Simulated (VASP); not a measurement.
Wanted: the native input for a VASP 6.6.1 run.

```
Task                   : single point
Functional             : PBEsol
Potentials or basis    : VASP PAW PBE potentials, release 64 (C)
Cutoff                 : 520 eV
k mesh                 : 14 × 14 × 14
Occupations            : methfessel-paxton, width 0.0548 eV
Spin                   : no spin polarisation
Dipole correction      : no
Further INCAR settings : ALGO = Normal; EDIFF = 1e-06; NBANDS = 11
```

The structure of C lies in POSCAR:

```
C
1.0
    0.0000000000      2.1410865032      3.3701728316
    1.2361326873      0.0000000000      3.3701728316
    1.2361326873      2.1410865032      0.0000000000
C
2
Direct
    0.1666666667      0.8333333333      0.1666666667
    0.8333333333      0.1666666667      0.8333333333
```

These files were run (other wordings do the same):

INCAR

```
PREC = Accurate
ENCUT = 520
EDIFF = 1E-6
ISMEAR = 1
SIGMA = 0.0548
LREAL = False
LASPH = True
NELM = 80
ALGO = Normal
ISIF = 2
LWAVE = False
LCHARG = True
GGA = PS
LELF = True
LVHAR = True
NBANDS = 11
```

KPOINTS

```
regular mesh
0
Gamma
  14 14 14
```

Potentials or basis: VASP PAW PBE potentials, release 64 (C).

Launch:

```bash
$ cat potpaw_PBE.64/C/POTCAR > POTCAR
$ mpirun -np 1 vasp_std > vasp.out
```

Results of the run:

* Pressure: -3.4 GPa
* Largest force: 0.033 eV/Å

Caveat: the cell stands under tension; this functional lacks dispersion, which binds the layers, so the pressure and a relaxed spacing across them are unreliable; the PAW data sets were made with another functional, which shifts forces and pressure a little.

Wall time 2.2 min on 1 thread of Intel Xeon 8259CL (shared host), peak memory 0.18 GiB.
